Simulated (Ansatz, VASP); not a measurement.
# SnO in VASP and in Ansatz

```xyz
4
Lattice="4.1983 0.0000 0.0000 0.0000 4.1983 0.0000 0.0000 0.0000 4.3691" Properties=species:S:1:pos:R:3 pbc="T T T"
Sn    0.0000    2.0991    1.0596
Sn    2.0991    0.0000    3.3095
O     0.0000    0.0000    0.0000
O     2.0991    2.0991    0.0000
```

Alike in both runs: task single point; functional PBEsol; k mesh 12 × 12 × 10; occupations gaussian, width 0.15 eV; no spin polarisation.

|  | VASP | Ansatz |
| --- | --- | --- |
| version | VASP 6.6.1 | Ansatz 0.2.0 |
| potentials or method | VASP PAW PBE potentials, release 64 (Sn_d, O), cutoff 520 eV | scalar-relativistic, plane waves, PAW |
| valence electrons in the cell | 40 | 40 |

|  | VASP | Ansatz | Ansatz less VASP |
| --- | --- | --- | --- |
| gap on the k mesh at the Fermi level (eV) | 0.90 | 0.90 | +0.005 |
| least direct gap on the mesh (eV) | 1.39 | 1.43 | +0.039 |
| pressure (GPa) | -10.1 | -10.2 | -0.14 |
| traceless stress, the component that is largest in VASP (GPa) | 7.23 | 7.30 | +0.069 |
| rms of the force components (eV/Å) | 0.264 | 0.285 | +0.0214 |

VASP's potentials were made for PBE, not for PBEsol. Atom by atom the forces differ by 0.021 eV/Å (rms over components).
